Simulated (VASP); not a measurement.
# MnO2 (P-3m1) in VASP: single point with LDA

Aim: the single point of MnO2 with LDA.

Everything below comes from runs of VASP 6.6.1. Logs are shortened: lines on timing, memory, paths and dates and some standing lists are left out, and cuts for length are marked.

### Step 1. The cell of the first run

Symmetry: P-3m1, No. 164, trigonal system. The conventional cell has a = 2.857 Å, b = 2.857 Å, c = 4.601 Å, α = 90.00°, β = 90.00°, γ = 120.00°. Within 2.5 Å of Mn (site symmetry -3m) lie 6 O at 1.90 Å. O (site symmetry 3m) has 3 Mn at 1.90 Å and 3 O at 2.51 Å within 2.6 Å.

### Step 2. Single point, LDA, collinear spin, ferromagnetic start

INCAR

```
SYSTEM = MnO2
PREC = Accurate ; ENCUT = 600
EDIFF = 1E-6 ; ISMEAR = -1
SIGMA = 0.03 ; LREAL = .False.
LASPH = .True. ; NELM = 200
ALGO = Normal ; ISIF = 2
LWAVE = .False. ; LCHARG = .True.
ISPIN = 2 ; MAGMOM = 4 0 0
LORBIT = 11 ; LMAXMIX = 4
LELF = .True. ; LVHAR = .True.
NBANDS = 24 ; GGA_COMPAT = .False.
```

KPOINTS

```
regular mesh
0
Gamma
  12 12 6
  0 0 0
```

POSCAR

```
MnO2
1.0
    2.8565781804      0.0000000000      0.0000000000
   -1.4282890902      2.4738692722      0.0000000000
    0.0000000000      0.0000000000      4.6013740589
Mn O
1 2
Direct
    0.0000000000      0.0000000000      0.5000000000
    0.6666666667      0.3333333333      0.2937074300
    0.3333333333      0.6666666667      0.7062925700
```

Potentials or basis: VASP PAW LDA potentials, release 64 (Mn_sv, O).

Run with:

```
> cat potpaw_LDA.64/Mn_sv/POTCAR potpaw_LDA.64/O/POTCAR > POTCAR
> mpirun -np 1 vasp_std > vasp.out
```

OUTCAR:

```text
SYSTEM = MnO2
   PREC = Accurate
   ENCUT = 600
   EDIFF = 1E-6
   ISMEAR = -1
   LREAL = .False.
   LASPH = .True.
   NELM = 200
   ISIF = 2
   ISPIN = 2
   LORBIT = 11

 ion  position               nearest neighbor table
   1  0.000  0.000  0.500-   2 1.90   3 1.90   2 1.90   3 1.90   2 1.90   3 1.90
   2  0.667  0.333  0.294-   1 1.90   1 1.90   1 1.90
   3  0.333  0.667  0.706-   1 1.90   1 1.90   1 1.90

  LATTYP: Found a hexagonal cell.
 ALAT       =     2.8565781804
 C/A-ratio  =     1.6107992739

  Lattice vectors:

 A1 = (   2.8565781804,   0.0000000000,   0.0000000000)
 A2 = (  -1.4282890902,   2.4738692722,   0.0000000000)
 A3 = (   0.0000000000,   0.0000000000,   4.6013740589)

Analysis of symmetry for initial positions (statically):
=====================================================================
 Subroutine PRICEL returns:
 Original cell was already a primitive cell.

 Routine SETGRP: Setting up the symmetry group for a
 hexagonal supercell.

 Subroutine GETGRP returns: Found 12 space group operations
 (whereof 12 operations were pure point group operations)
 out of a pool of 24 trial point group operations.

The static configuration has the point symmetry D_3d.

Analysis of symmetry for dynamics (positions and initial velocities):
=====================================================================
 Subroutine PRICEL returns:
 Original cell was already a primitive cell.

 Routine SETGRP: Setting up the symmetry group for a
 hexagonal supercell.

 Subroutine GETGRP returns: Found 12 space group operations
 (whereof 12 operations were pure point group operations)
 out of a pool of 24 trial point group operations.

The dynamic configuration has the point symmetry D_3d.

Analysis of structural, dynamic, and magnetic symmetry:
=====================================================================
 Subroutine PRICEL returns:
 Original cell was already a primitive cell.

 Routine SETGRP: Setting up the symmetry group for a
 hexagonal supercell.

 Subroutine GETGRP returns: Found 12 space group operations
 (whereof 12 operations were pure point group operations)
 out of a pool of 24 trial point group operations.

The overall configuration has the point symmetry D_3d.

 Subroutine INISYM returns: Found 12 space group operations
 (whereof 12 operations are pure point group operations),
 and found     1 'primitive' translations

----------------------------------------------------------------------------------------

                                     Primitive cell

  volume of cell :      32.5170

  direct lattice vectors                    reciprocal lattice vectors
     2.856578180  0.000000000  0.000000000     0.350069187  0.202112539  0.000000000
    -1.428289090  2.473869272  0.000000000     0.000000000  0.404225078  0.000000000
     0.000000000  0.000000000  4.601374059     0.000000000  0.000000000  0.217326387

  length of vectors
     2.856578180  2.856578180  4.601374059     0.404225078  0.404225078  0.217326387

  position of ions in fractional coordinates (direct lattice)
     0.000000000  0.000000000  0.500000000
     0.666666667  0.333333333  0.293707430
     0.333333333  0.666666667  0.706292570

  ion indices of the primitive-cell ions
   primitive index   ion index
                 1           1
                 2           2
                 3           3

----------------------------------------------------------------------------------------

 KPOINTS: regular mesh

Automatic generation of k-mesh.
 Grid dimensions read from file:
 generate k-points for:   12   12    6

 Generating k-lattice:

  Cartesian coordinates                     Fractional coordinates (reciprocal lattice)
     0.029172432  0.016842712  0.000000000     0.083333333  0.000000000  0.000000000
     0.000000000  0.033685423  0.000000000     0.000000000  0.083333333  0.000000000
     0.000000000  0.000000000  0.036221065     0.000000000  0.000000000  0.166666667

  Length of vectors
     0.033685423  0.033685423  0.036221065

  Shift w.r.t. Gamma in fractional coordinates (k-lattice)
     0.000000000  0.000000000  0.000000000

 Subroutine IBZKPT returns following result:
 ===========================================

 Found    100 irreducible k-points:

 Following reciprocal coordinates:
            Coordinates               Weight
  0.000000  0.000000  0.000000      1.000000
  0.083333 -0.000000  0.000000      6.000000
  0.166667  0.000000  0.000000      6.000000
  0.250000  0.000000  0.000000      6.000000
  0.333333 -0.000000  0.000000      6.000000
  0.416667  0.000000  0.000000      6.000000
[... 16 lines left out ...]
  0.166667  0.000000  0.166667      6.000000
  0.000000  0.166667  0.166667      6.000000
 [... further k-points ...]
   k-points           NKPTS =    100   k-points in BZ     NKDIM =    100   number of bands    NBANDS=     24
   number of dos      NEDOS =    301   number of ions     NIONS =      3
   total plane-waves  NPLWV =  23040
   dimension x,y,z NGX =    24 NGY =   24 NGZ =   40
   dimension x,y,z NGXF=    48 NGYF=   48 NGZF=   80
   ions per type =               1   2
   NGX,Y,Z   is equivalent  to a cutoff of  13.97, 13.97, 14.45 a.u.
   NGXF,Y,Z  is equivalent  to a cutoff of  27.93, 27.93, 28.90 a.u.
 SYSTEM =  MnO2
   PREC   = accura    normal or accurate (medium, high low for compatibility)
   ISTART =      0    job   : 0-new  1-cont  2-samecut
   ICHARG =      2    charge: 1-file 2-atom 10-const
   ISPIN  =      2    spin polarized calculation?
   LNONCOLLINEAR =      F non collinear calculations
   LSORBIT =      F    spin-orbit coupling
   LASPH  =      T    aspherical Exc in radial PAW
   ENCUT  =  600.0 eV  44.10 Ry    6.64 a.u.   5.71  5.71  9.19*2*pi/ulx,y,z
   NELM   =    200;   NELMIN=  2; NELMDL= -5     # of ELM steps
   EDIFF  = 0.1E-05   stopping-criterion for ELM
   LREAL  =      F    real-space projection
   EDIFFG = 0.1E-04   stopping-criterion for IOM
   NSW    =      0    number of steps for IOM
   IBRION =     -1    ionic relax: 0-MD 1-quasi-New 2-CG
   NFREE  =      0    steps in history (QN), initial steepest desc. (CG)
   ISIF   =      2    stress and relaxation
   ISYM   =      2    0-nonsym 1-usesym 2-fastsym
   POTIM  = 0.5000    time-step for ionic-motion
   TEBEG  =    0.0;   TEEND  =   0.0 temperature during run
   PSTRESS=    0.0 pullay stress
   NELECT =      27.0000    total number of electrons
   NUPDOWN=      -1.0000    fix difference up-down
   EMIN   =  10.00;   EMAX   =-10.00  energy-range for DOS
   EFERMI =   0.00;   METHOD = LEGACY
   ISMEAR =    -1;   SIGMA  =   0.03  broadening in eV -4-tet -1-fermi 0-gaus
   EFERMI_NEDOS =   21; number of points for ismear=-14 and -15
   IALGO  =     38    algorithm
   IMIX   =      4    mixing-type and parameters
     AMIX     =   0.40;   BMIX     =  1.00
     AMIX_MAG =   1.60;   BMIX_MAG =  1.00
  volume/ion in A,a.u.               =      10.84        73.15
  Fermi-wavevector in a.u.,A,eV,Ry     =   1.538719  2.907757 32.213913  2.367656
  Thomas-Fermi vector in A             =   2.645048
   LORBIT       =     11    0 simple, 1 ext, 2 COOP (PROOUT), +10 PAW based schemes
   GGA     = CA    functional components
   LHFCALC =     F    Hartree Fock is set to
   AEXX    =    0.0000 exact exchange contribution
   IVDW    =     0    specifies the selected vdW correction
   LEPSILON=     F    determine dielectric tensor
   LRPA    =     F    only Hartree local field effects (RPA)
 spin polarized calculation
  energy-cutoff  :      600.00
  volume of cell :       32.52
 maximum number of plane-waves:      1104
 NGX is ok and might be reduce to    24
   NGX = 11   NGY = 11   NGZ = 19

 number of electron      27.0000004 magnetization       3.0005731

 Free energy of the ion-electron system (eV)
  ---------------------------------------------------
  ext. energy  EPLUGINS =         0.00000000
  ---------------------------------------------------
  free energy    TOTEN  =       -26.26461812 eV

  energy without entropy =      -26.26459015  energy(sigma->0) =      -26.26460413

 E-fermi :   4.4433     XC(G=0): -11.4830

 val. band max:        4.2716554730   @ k =   0.0833  -0.0000   0.5000
 cond. band min:       4.6003544197   @ k =   0.0000   0.0000   0.5000
 fundamental gap:      0.3286989467
 Fermi energy:         4.4433019235

 spin component 1

 k-point     1 :       0.0000    0.0000    0.0000
  band No.  band energies     occupation
      1     -76.4763      1.00000
      2     -45.6184      1.00000
      3     -45.6184      1.00000
      4     -45.5892      1.00000
      5     -15.3694      1.00000
      6     -12.9587      1.00000
[... 16 lines left out ...]
     23      25.9867      0.00000
     24      27.4396      0.00000
[... 598 lines left out ...]
      2     -45.6613      1.00000
      3     -45.6280      1.00000
      4     -45.5822      1.00000
      5     -14.9886      1.00000
      6     -13.1068      1.00000
[... 16 lines left out ...]
     23      24.2424      0.00000
     24      25.0540      0.00000

 [... further k-points ...]

 spin component 2

 k-point     1 :       0.0000    0.0000    0.0000
  band No.  band energies     occupation
      1     -73.5507      1.00000
      2     -42.8286      1.00000
      3     -42.8286      1.00000
      4     -42.6718      1.00000
      5     -15.1548      1.00000
      6     -12.7863      1.00000
[... 16 lines left out ...]
     23      26.3491      0.00000
     24      28.2385      0.00000
[... 598 lines left out ...]
      2     -42.8792      1.00000
      3     -42.8397      1.00000
      4     -42.6631      1.00000
      5     -14.7753      1.00000
      6     -12.9255      1.00000
[... 16 lines left out ...]
     23      24.8590      0.00000
     24      25.4604      0.00000

 [... further k-points ...]

------------------------ aborting loop because EDIFF is reached ----------------------------------------

  FORCE on cell =-STRESS in cart. coord.  units (eV):
  Direction    XX          YY          ZZ          XY          YZ          ZX
  --------------------------------------------------------------------------------------
  -------------------------------------------------------------------------------------
  Total       -2.1523654     -2.1523654     -1.4302368     -0.0000000     -0.0000000      0.0000000
  in kB     -106.0513452   -106.0513453    -70.4706241     -0.0000000     -0.0000000      0.0000000
  external PRESSURE =     -94.1911049 kB  Pullay stress =       0.0000000 kB

 VOLUME and BASIS-vectors are now :
 -----------------------------------------------------------------------------
  energy-cutoff  :      600.00
  volume of cell :       32.52
      direct lattice vectors                 reciprocal lattice vectors
     2.856578180  0.000000000  0.000000000     0.350069187  0.202112539  0.000000000
    -1.428289090  2.473869272  0.000000000     0.000000000  0.404225078  0.000000000
     0.000000000  0.000000000  4.601374059     0.000000000  0.000000000  0.217326387

 POSITION                                       TOTAL-FORCE (eV/Angst)
 -----------------------------------------------------------------------------------
      0.00000      0.00000      2.30069         0.000000      0.000000      0.000000
      1.42829      0.82462      1.35146         0.000000      0.000000      0.525358
     -0.00000      1.64925      3.24992        -0.000000     -0.000000     -0.525358
 -----------------------------------------------------------------------------------
    total drift:                               -0.000000      0.000000      0.000000

  FREE ENERGIE OF THE ION-ELECTRON SYSTEM (eV)
  ---------------------------------------------------
  free  energy   TOTEN  =       -26.2646181162 eV

  energy  without entropy=      -26.2645901456  energy(sigma->0) =      -26.26460413

 total charge

# of ion       s       p       d       tot
------------------------------------------
    1        2.205   6.111   4.482  12.798
    2        1.567   3.395   0.000   4.962
    3        1.567   3.395   0.000   4.962
--------------------------------------------------
tot          5.338  12.901   4.482  22.721

 magnetization (x)

# of ion       s       p       d       tot
------------------------------------------
    1        0.021   0.016   2.637   2.674
    2        0.004   0.057   0.000   0.061
    3        0.004   0.057   0.000   0.061
--------------------------------------------------
tot          0.029   0.129   2.637   2.795
```

Wall time 2.9 min (1 thread of Intel Xeon 6975P-C (Granite Rapids), shared host); peak memory 0.25 GiB.

Results:

- Free energy: -26.2646 eV
- Pressure: -9.4 GPa
- Largest force: 0.525 eV/Å
- Band gap on the k mesh: 0.33 eV (least direct gap 0.36 eV)
- Net moment: 3.00 μB per cell
- Site moments: Mn +2.67; O +0.06 μB
- Valence electrons inside the program's atomic spheres: Mn 12.80; O 4.96

Forces in eV/Å, atoms in the order of the input:
```
Mn   0.000  0.000  0.000
O    0.000  0.000  0.525
O    0.000  0.000 -0.525
```

Caveat: the cell stands under tension; a cell with one magnetic atom can't hold antiferromagnetic order, which such compounds often take. A k mesh can miss the band edges.
